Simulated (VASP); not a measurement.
A run of VASP 6.6.1:

INCAR

```
SYSTEM = In3Cu
  ALGO = Fast
  EDIFF = 1E-6
  ENCUT = 520
  ISIF = 2
  ISMEAR = 0
  LASPH = .True.
  LCHARG = .False.
  LREAL = .False.
  LWAVE = .False.
  NBANDS = 33
  NELM = 80
  PREC = Accurate
  SIGMA = 0.15
```

KPOINTS

```
k-points
0
Gamma
  10 10 10
  0 0 0
```

Contents of POSCAR:

```
In3Cu
1.0
    4.2530367938     -0.0377590030     -0.0377590030
   -0.0377590030      4.2530367938     -0.0377590030
   -0.0377590030     -0.0377590030      4.2530367938
In Cu
3 1
Direct
    0.0000000000      0.5000000000      0.5000000000
    0.5000000000      0.0000000000      0.5000000000
    0.5000000000      0.5000000000      0.0000000000
    0.0000000000      0.0000000000      0.0000000000
```

Potentials or basis: VASP PAW LDA potentials, release 64 (In_d, Cu).

Command:

```sh
$ cat potpaw_LDA.64/In_d/POTCAR potpaw_LDA.64/Cu/POTCAR > POTCAR
$ mpirun -np 1 vasp_std > vasp.out
```

Hardware: 1 thread of Intel(R) Xeon(R) 6975P-C (Granite Rapids), on a shared host.

Q: Estimate the wall time of this run.

A: Run time: 120 s on 1 thread of Intel(R) Xeon(R) 6975P-C (Granite Rapids) (shared host), peak memory 0.34 GiB. Counts: scf iterations 21, k points 116.
